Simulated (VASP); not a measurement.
# V (Im-3m) in VASP: single point with r2SCAN

Aim: the single point of V with r2SCAN.

All numbers are computed with VASP 6.6.1; they aren't measurements. Logs are shortened: lines on timing, memory, paths and dates and some standing lists are left out, and cuts for length are marked.

**1. The cell of the first run**

It takes space group Im-3m (No. 229, cubic). The conventional cell has a = 2.982 Å, b = 2.982 Å, c = 2.982 Å, α = 90.00°, β = 90.00°, γ = 90.00°. Within 3.4 Å of V (site symmetry m-3m) lie 14 V at 2.58 to 2.98 Å.

**2. Single point, r2SCAN, collinear spin, ferromagnetic start**

POSCAR

```
V
1.0
   -1.4911995862      1.4911995862      1.4911995862
    1.4911995862     -1.4911995862      1.4911995862
    1.4911995862      1.4911995862     -1.4911995862
V
1
Direct
    0.0000000000      0.0000000000      0.0000000000
```

INCAR.step1

```
SYSTEM = V
PREC = Accurate
ENCUT = 520
ISMEAR = 0
SIGMA = 0.1
LREAL = .FALSE.
LASPH = .TRUE.
NELM = 150
ISPIN = 2
MAGMOM = 0.24
LMAXMIX = 4
NBANDS = 16
GGA = PE
ALGO = Normal
EDIFF = 1E-4
LWAVE = .TRUE.
LCHARG = .FALSE.
```

INCAR.step2

```
SYSTEM = V
PREC = Accurate
ENCUT = 520
EDIFF = 1E-6
ISMEAR = 0
SIGMA = 0.1
LREAL = .FALSE.
LASPH = .TRUE.
NELM = 150
ALGO = Normal
ISIF = 2
LWAVE = .FALSE.
LCHARG = .TRUE.
ISPIN = 2
MAGMOM = 0.24
LORBIT = 11
LMAXMIX = 4
METAGGA = R2SCAN
LMIXTAU = .TRUE.
LELF = .TRUE.
LVHAR = .TRUE.
NBANDS = 16
ISTART = 1
```

KPOINTS

```
regular mesh
0
G
  20 20 20
  0 0 0
```

Potentials or basis: VASP PAW PBE potentials, release 64 (V_sv).

Run with:

```console
$ cat potpaw_PBE.64/V_sv/POTCAR > POTCAR
$ cp INCAR.step1 INCAR
$ mpirun -np 1 vasp_std > vasp.out
$ cp INCAR.step2 INCAR
$ mpirun -np 1 vasp_std > vasp.out
```

OUTCAR:

```text
SYSTEM = V
   PREC = Accurate
   ENCUT = 520
   EDIFF = 1E-6
   ISMEAR = 0
   LREAL = .FALSE.
   LASPH = .TRUE.
   NELM = 150
   ISIF = 2
   ISPIN = 2
   LORBIT = 11
   METAGGA = R2SCAN
   ISTART = 1

 ion  position               nearest neighbor table
   1  0.000  0.000  0.000-

  LATTYP: Found a body centered cubic cell.
 ALAT       =     2.9823991724

  Lattice vectors:

 A1 = (  -1.4911995862,   1.4911995862,   1.4911995862)
 A2 = (   1.4911995862,  -1.4911995862,   1.4911995862)
 A3 = (   1.4911995862,   1.4911995862,  -1.4911995862)

Analysis of symmetry for initial positions (statically):
=====================================================================
 Subroutine PRICEL returns:
 Original cell was already a primitive cell.

 Routine SETGRP: Setting up the symmetry group for a
 body centered cubic supercell.

 Subroutine GETGRP returns: Found 48 space group operations
 (whereof 48 operations were pure point group operations)
 out of a pool of 48 trial point group operations.

The static configuration has the point symmetry O_h .

Analysis of symmetry for dynamics (positions and initial velocities):
=====================================================================
 Subroutine PRICEL returns:
 Original cell was already a primitive cell.

 Routine SETGRP: Setting up the symmetry group for a
 body centered cubic supercell.

 Subroutine GETGRP returns: Found 48 space group operations
 (whereof 48 operations were pure point group operations)
 out of a pool of 48 trial point group operations.

The dynamic configuration has the point symmetry O_h .

Analysis of structural, dynamic, and magnetic symmetry:
=====================================================================
 Subroutine PRICEL returns:
 Original cell was already a primitive cell.

 Routine SETGRP: Setting up the symmetry group for a
 body centered cubic supercell.

 Subroutine GETGRP returns: Found 48 space group operations
 (whereof 48 operations were pure point group operations)
 out of a pool of 48 trial point group operations.

The overall configuration has the point symmetry O_h .

 Subroutine INISYM returns: Found 48 space group operations
 (whereof 48 operations are pure point group operations),
 and found     1 'primitive' translations

----------------------------------------------------------------------------------------

                                     Primitive cell

  volume of cell :      13.2638

  direct lattice vectors                    reciprocal lattice vectors
    -1.491199586  1.491199586  1.491199586     0.000000000  0.335300522  0.335300522
     1.491199586 -1.491199586  1.491199586     0.335300522  0.000000000  0.335300522
     1.491199586  1.491199586 -1.491199586     0.335300522  0.335300522  0.000000000

  length of vectors
     2.582833448  2.582833448  2.582833448     0.474186546  0.474186546  0.474186546

  position of ions in fractional coordinates (direct lattice)
     0.000000000  0.000000000  0.000000000

  ion indices of the primitive-cell ions
   primitive index   ion index
                 1           1

----------------------------------------------------------------------------------------

 KPOINTS: regular mesh

Automatic generation of k-mesh.
 Grid dimensions read from file:
 generate k-points for:   20   20   20

 Generating k-lattice:

  Cartesian coordinates                     Fractional coordinates (reciprocal lattice)
     0.000000000  0.016765026  0.016765026     0.050000000  0.000000000  0.000000000
     0.016765026  0.000000000  0.016765026     0.000000000  0.050000000  0.000000000
     0.016765026  0.016765026  0.000000000     0.000000000  0.000000000  0.050000000

  Length of vectors
     0.023709327  0.023709327  0.023709327

  Shift w.r.t. Gamma in fractional coordinates (k-lattice)
     0.000000000  0.000000000  0.000000000

 Subroutine IBZKPT returns following result:
 ===========================================

 Found    256 irreducible k-points:

 Following reciprocal coordinates:
            Coordinates               Weight
  0.000000  0.000000  0.000000      1.000000
  0.050000  0.000000  0.000000     12.000000
  0.100000  0.000000  0.000000     12.000000
  0.150000  0.000000  0.000000     12.000000
  0.200000  0.000000  0.000000     12.000000
  0.250000  0.000000  0.000000     12.000000
[... 16 lines left out ...]
  0.200000  0.100000  0.000000     48.000000
  0.250000  0.100000 -0.000000     48.000000
 [... further k-points ...]
   k-points           NKPTS =    256   k-points in BZ     NKDIM =    256   number of bands    NBANDS=     16
   number of dos      NEDOS =    301   number of ions     NIONS =      1
   total plane-waves  NPLWV =   8000
   dimension x,y,z NGX =    20 NGY =   20 NGZ =   20
   dimension x,y,z NGXF=    40 NGYF=   40 NGZF=   40
   ions per type =               1
   NGX,Y,Z   is equivalent  to a cutoff of  12.87, 12.87, 12.87 a.u.
   NGXF,Y,Z  is equivalent  to a cutoff of  25.75, 25.75, 25.75 a.u.
 SYSTEM =  V
   PREC   = accura    normal or accurate (medium, high low for compatibility)
   ISTART =      1    job   : 0-new  1-cont  2-samecut
   ICHARG =      0    charge: 1-file 2-atom 10-const
   ISPIN  =      2    spin polarized calculation?
   LNONCOLLINEAR =      F non collinear calculations
   LSORBIT =      F    spin-orbit coupling
   LASPH  =      T    aspherical Exc in radial PAW
   ENCUT  =  520.0 eV  38.22 Ry    6.18 a.u.   4.80  4.80  4.80*2*pi/ulx,y,z
   NELM   =    150;   NELMIN=  2; NELMDL=  0     # of ELM steps
   EDIFF  = 0.1E-05   stopping-criterion for ELM
   LREAL  =      F    real-space projection
[... 7 lines left out ...]
   TEBEG  =    0.0;   TEEND  =   0.0 temperature during run
   PSTRESS=    0.0 pullay stress
   NELECT =      13.0000    total number of electrons
   NUPDOWN=      -1.0000    fix difference up-down
   EMIN   =  10.00;   EMAX   =-10.00  energy-range for DOS
   EFERMI =   0.00;   METHOD = LEGACY
   ISMEAR =     0;   SIGMA  =   0.10  broadening in eV -4-tet -1-fermi 0-gaus
   EFERMI_NEDOS =   21; number of points for ismear=-14 and -15
   IALGO  =     38    algorithm
   IMIX   =      4    mixing-type and parameters
     AMIX     =   0.40;   BMIX     =  1.00
     AMIX_MAG =   1.60;   BMIX_MAG =  1.00
  volume/ion in A,a.u.               =      13.26        89.51
  Fermi-wavevector in a.u.,A,eV,Ry     =   1.626173  3.073022 35.979788  2.644440
  Thomas-Fermi vector in A             =   2.719176
   LORBIT       =     11    0 simple, 1 ext, 2 COOP (PROOUT), +10 PAW based schemes
   METAGGA = R2SCAN    functional components
   LHFCALC =     F    Hartree Fock is set to
   AEXX    =    0.0000 exact exchange contribution
   IVDW    =     0    specifies the selected vdW correction
   LEPSILON=     F    determine dielectric tensor
   LRPA    =     F    only Hartree local field effects (RPA)
 spin polarized calculation
 Gauss-broadening in eV      SIGMA  =   0.10
  energy-cutoff  :      520.00
  volume of cell :       13.26
 maximum number of plane-waves:       370
   NGX =  9   NGY =  9   NGZ =  9

 number of electron      12.9999992 magnetization      -0.0000994

 Free energy of the ion-electron system (eV)
  ---------------------------------------------------
  ext. energy  EPLUGINS =         0.00000000
  ---------------------------------------------------
  free energy    TOTEN  =       -14.13352943 eV

  energy without entropy =      -14.12543223  energy(sigma->0) =      -14.12948083

 E-fermi :   9.8550     XC(G=0): -14.1604

 val. band max:        9.8509952141   @ k =  -0.4000   0.4000   0.1000
 cond. band min:       9.8579015068   @ k =  -0.3500   0.4000   0.1500
 fundamental gap:      0.0069062927
 Fermi energy:         9.8549740364

 spin component 1

 k-point     1 :       0.0000    0.0000    0.0000
  band No.  band energies     occupation
      1     -56.4448      1.00000
      2     -28.5694      1.00000
      3     -28.5693      1.00000
      4     -28.5693      1.00000
      5       2.7623      1.00000
      6      10.3433      0.00000
[... 8 lines left out ...]
     15      38.8233      0.00000
     16      43.3762      0.00000

 k-point     2 :       0.0500    0.0000    0.0000
  band No.  band energies     occupation
      1     -56.4395      1.00000
      2     -28.5946      1.00000
      3     -28.5769      1.00000
      4     -28.5695      1.00000
      5       2.8701      1.00000
      6      10.2962      0.00000
[... 8 lines left out ...]
     15      39.0480      0.00000
     16      42.1955      0.00000

 k-point     3 :       0.1000    0.0000    0.0000
  band No.  band energies     occupation
      1     -56.4240      1.00000
      2     -28.6675      1.00000
      3     -28.5988      1.00000
      4     -28.5701      1.00000
      5       3.1864      1.00000
      6      10.1618      0.00001
[... 8 lines left out ...]
     15      39.5129      0.00000
     16      40.5314      0.00000

 k-point     4 :       0.1500    0.0000    0.0000
  band No.  band energies     occupation
      1     -56.4000      1.00000
      2     -28.7800      1.00000
      3     -28.6328      1.00000
      4     -28.5710      1.00000
      5       3.6885      1.00000
      6       9.9587      0.07118
[... 8 lines left out ...]
     15      38.8248      0.00000
     16      39.1518      0.00000
[... 324 lines left out ...]
 k-point    22 :       0.1500    0.1000    0.0000
  band No.  band energies     occupation
      1     -56.3574      1.00000
      2     -28.9657      1.00000
      3     -28.6739      1.00000
      4     -28.6007      1.00000
      5       4.6089      1.00000
      6       9.6974      0.98710
[... 8 lines left out ...]
     15      37.6155      0.00000
     16      40.5017      0.00000

 k-point    23 :       0.2000    0.1000    0.0000
  band No.  band energies     occupation
      1     -56.3252      1.00000
      2     -29.1008      1.00000
      3     -28.7260      1.00000
      4     -28.6046      1.00000
      5       5.3128      1.00000
      6       9.4350      1.00000
[... 8 lines left out ...]
     15      38.1675      0.00000
     16      40.0799      0.00000

 k-point    24 :       0.2500    0.1000   -0.0000
  band No.  band energies     occupation
      1     -56.2927      1.00000
      2     -29.2331      1.00000
      3     -28.7800      1.00000
      4     -28.6074      1.00000
      5       5.9759      1.00000
      6       9.1885      1.00000
[... 8 lines left out ...]
     15      38.7498      0.00000
     16      39.9066      0.00000

 [... further k-points ...]

 spin component 2

 k-point     1 :       0.0000    0.0000    0.0000
  band No.  band energies     occupation
      1     -56.4449      1.00000
      2     -28.5695      1.00000
      3     -28.5694      1.00000
      4     -28.5694      1.00000
      5       2.7623      1.00000
      6      10.3431      0.00000
[... 8 lines left out ...]
     15      38.8232      0.00000
     16      43.3762      0.00000

 k-point     2 :       0.0500    0.0000    0.0000
  band No.  band energies     occupation
      1     -56.4396      1.00000
      2     -28.5947      1.00000
      3     -28.5770      1.00000
      4     -28.5696      1.00000
      5       2.8700      1.00000
      6      10.2961      0.00000
[... 8 lines left out ...]
     15      39.0480      0.00000
     16      42.1954      0.00000

 k-point     3 :       0.1000    0.0000    0.0000
  band No.  band energies     occupation
      1     -56.4241      1.00000
      2     -28.6676      1.00000
      3     -28.5989      1.00000
      4     -28.5702      1.00000
      5       3.1863      1.00000
      6      10.1617      0.00001
[... 8 lines left out ...]
     15      39.5129      0.00000
     16      40.5313      0.00000

 k-point     4 :       0.1500    0.0000    0.0000
  band No.  band energies     occupation
      1     -56.4001      1.00000
      2     -28.7801      1.00000
      3     -28.6329      1.00000
      4     -28.5711      1.00000
      5       3.6884      1.00000
      6       9.9586      0.07146
[... 8 lines left out ...]
     15      38.8247      0.00000
     16      39.1517      0.00000
[... 324 lines left out ...]
 k-point    22 :       0.1500    0.1000    0.0000
  band No.  band energies     occupation
      1     -56.3575      1.00000
      2     -28.9658      1.00000
      3     -28.6740      1.00000
      4     -28.6008      1.00000
      5       4.6089      1.00000
      6       9.6972      0.98716
[... 8 lines left out ...]
     15      37.6154      0.00000
     16      40.5016      0.00000

 k-point    23 :       0.2000    0.1000    0.0000
  band No.  band energies     occupation
      1     -56.3253      1.00000
      2     -29.1009      1.00000
      3     -28.7261      1.00000
      4     -28.6047      1.00000
      5       5.3127      1.00000
      6       9.4349      1.00000
[... 8 lines left out ...]
     15      38.1674      0.00000
     16      40.0798      0.00000

 k-point    24 :       0.2500    0.1000   -0.0000
  band No.  band energies     occupation
      1     -56.2928      1.00000
      2     -29.2332      1.00000
      3     -28.7801      1.00000
      4     -28.6075      1.00000
      5       5.9759      1.00000
      6       9.1884      1.00000
[... 8 lines left out ...]
     15      38.7497      0.00000
     16      39.9066      0.00000

 [... further k-points ...]

------------------------ aborting loop because EDIFF is reached ----------------------------------------

  FORCE on cell =-STRESS in cart. coord.  units (eV):
  Direction    XX          YY          ZZ          XY          YZ          ZX
  --------------------------------------------------------------------------------------
  -------------------------------------------------------------------------------------
  Total        0.0570514      0.0570514      0.0570514     -0.0000000     -0.0000000      0.0000000
  in kB        6.8914279      6.8914279      6.8914279     -0.0000000     -0.0000000      0.0000000
  external PRESSURE =       6.8914279 kB  Pullay stress =       0.0000000 kB

 VOLUME and BASIS-vectors are now :
 -----------------------------------------------------------------------------
  energy-cutoff  :      520.00
  volume of cell :       13.26
      direct lattice vectors                 reciprocal lattice vectors
    -1.491199586  1.491199586  1.491199586     0.000000000  0.335300522  0.335300522
     1.491199586 -1.491199586  1.491199586     0.335300522  0.000000000  0.335300522
     1.491199586  1.491199586 -1.491199586     0.335300522  0.335300522  0.000000000

 POSITION                                       TOTAL-FORCE (eV/Angst)
 -----------------------------------------------------------------------------------
      0.00000      0.00000      0.00000         0.000000      0.000000     -0.000000
 -----------------------------------------------------------------------------------
    total drift:                                0.000000     -0.000000      0.000000

  FREE ENERGIE OF THE ION-ELECTRON SYSTEM (eV)
  ---------------------------------------------------
  free  energy   TOTEN  =       -14.1335294308 eV

  energy  without entropy=      -14.1254322331  energy(sigma->0) =      -14.12948083

 total charge

# of ion       s       p       d       tot
------------------------------------------
    1        2.343   6.241   3.063  11.648

 magnetization (x)

# of ion       s       p       d       tot
------------------------------------------
    1       -0.000  -0.000  -0.000  -0.000
```

Wall time 6.8 min (1 thread of Intel Xeon 8259CL, shared host); peak memory 0.2 GiB.

What came out:

* Free energy: -14.1335 eV
* Pressure: 0.7 GPa
* Net moment: 0.00 μB per cell
* Valence electrons inside the program's atomic spheres: V 11.65

Levels at points of the mesh, in eV from the Fermi level:
Spin up:
```tsv
k point	band 5	band 6	band 7	band 8	band 9	band 10
(0.00, 0.00, 0.00)	-7.09	0.49	0.49	0.49	2.71	2.71
(0.50, 0.00, 0.00)	-3.39	-1.18	1.57	2.69	3.10	4.37
(0.50, 0.50, 0.50)	-3.18	-3.18	3.96	3.96	3.96	10.79
```
Spin down:
| k point | band 4 | band 5 | band 6 | band 7 | band 8 | band 9 | band 10 | band 11 |
| --- | --- | --- | --- | --- | --- | --- | --- | --- |
| (0.00, 0.00, 0.00) | -38.42 | -7.09 | 0.49 | 0.49 | 0.49 | 2.71 | 2.71 | 21.36 |
| (0.50, 0.00, 0.00) | -38.43 | -3.39 | -1.18 | 1.57 | 2.69 | 3.10 | 4.37 | 10.80 |
| (0.50, 0.50, 0.50) | -39.09 | -3.18 | -3.18 | 3.96 | 3.96 | 3.96 | 10.79 | 10.79 |

Caveat: the PAW data sets were made with another functional, which shifts forces and pressure a little.
